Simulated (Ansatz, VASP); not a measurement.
Co: VASP and Ansatz over several settings

```
Co
1.0
     2.43859    0.00000    0.00000
    -1.21930    2.11188    0.00000
     0.00000    0.00000    3.96680
Co
2
Direct
  0.66667 0.33333 0.75000
  0.33333 0.66667 0.25000
```

Single points on this cell with VASP 6.6.1 and Ansatz 0.2.0. Each row is one pair of runs. Alike in all rows: spin: collinear, typed start; k mesh: 12 × 12 × 7; smearing: fermi-dirac, width 0.05 eV; VASP's potentials, cutoff: VASP PAW PBE potentials, release 64 (Co), 520 eV; Ansatz's potentials, cutoff: Ansatz PAW, 420 eV.

| level | gap on the k mesh at the Fermi level (eV), VASP | gap on the k mesh at the Fermi level (eV), Ansatz | net moment per atom (μB), VASP | net moment per atom (μB), Ansatz |
| --- | --- | --- | --- | --- |
| RPBE+D4 | none | none | 1.56 | 1.57 |
| BLYP+D4 | none | none | 1.50 | 1.51 |
| PBE exchange alone | ? | none | ? | 1.62 |

Task: Fill in what VASP gave in row 3.

Result: gap on the k mesh at the Fermi level (eV): none; net moment per atom (μB): 1.61.

VASP's potentials hold 18 valence electrons a cell and Ansatz's 34, so a difference there can come from the potentials and not from the codes.

A gap of «none» marks a metal or a gap that the smearing closes.
